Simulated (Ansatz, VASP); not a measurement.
# ZnGe3: VASP beside Ansatz

```xyz
4
Lattice="4.2224 0.0000 0.0000 0.0000 4.2224 0.0000 0.0000 0.0000 4.2224" Properties=species:S:1:pos:R:3 pbc="T T T"
Ge    2.1112    2.1112    0.0000
Ge    2.1112    0.0000    2.1112
Ge    0.0000    2.1112    2.1112
Zn    0.0000    0.0000    0.0000
```

Alike in both runs: task single point; functional r2SCAN; k mesh 8 × 8 × 8; occupations gaussian, width 0.02 eV; no spin polarisation.

|  | VASP | Ansatz |
| --- | --- | --- |
| version | VASP 6.6.1 | Ansatz 0.2.0 |
| potentials or method | VASP PAW PBE potentials, release 64 (Ge_d, Zn), cutoff 520 eV | scalar-relativistic, plane waves, PAW |
| valence electrons in the cell | 54 | 54 |

```tsv
	VASP	Ansatz	Ansatz less VASP
gap on the k mesh at the Fermi level (eV)	none	none	-
pressure (GPa)	-3.3	-3.3	+0.07
```

VASP's potentials were made for PBE, not for r2SCAN. A gap of «none» marks a metal or a gap that the smearing closes. Ansatz's warnings: stress scf threshold loose.
